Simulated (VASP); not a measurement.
Write the native input for VASP 6.6.1 that does the following.

```
Task                   : single point
Functional             : LDA
Potentials or basis    : VASP PAW LDA potentials, release 64 (Fe)
Cutoff                 : 520 eV
k mesh                 : 17 × 17 × 9
Occupations            : fermi-dirac, width 0.1 eV
Spin                   : no spin polarisation
Dipole correction      : no
Further INCAR settings : ALGO = Normal; EDIFF = 1e-07; NBANDS = 15
```

The structure of Fe lies in POSCAR:

```
Fe
1.0
    2.3755641191      0.0000000000      0.0000000000
   -1.1877820596      2.0572988754      0.0000000000
    0.0000000000      0.0000000000      3.7542975085
Fe
2
Direct
    0.3333333333      0.6666666667      0.2500000000
    0.6666666667      0.3333333333      0.7500000000
```

This isn't the form of Fe at room conditions, which is bcc.

These files were run (other wordings do the same):

INCAR

```
PREC = Accurate
ENCUT = 520
EDIFF = 1E-7
ISMEAR = -1
SIGMA = 0.1
LREAL = F
LASPH = T
NELM = 60
ALGO = Normal
ISIF = 2
LWAVE = F
LCHARG = F
NBANDS = 15
```

KPOINTS

```
Automatic mesh
0
Gamma
  17 17 9
```

Potentials or basis: VASP PAW LDA potentials, release 64 (Fe).

Command:

```console
$ cat potpaw_LDA.64/Fe/POTCAR > POTCAR
$ mpirun -np 1 vasp_std > vasp.out
```

It gave:

- Pressure: 15.2 GPa
- Band gap on the k mesh: zero (bands 8 and 9 overlap by 2.21 eV)

Caveat: the cell stands under pressure; the run has no spin polarisation, though such a crystal can be magnetic.

Run time: 52 s on 1 thread of Intel Xeon 8259CL, with other jobs on the host, peak memory 0.15 GiB.
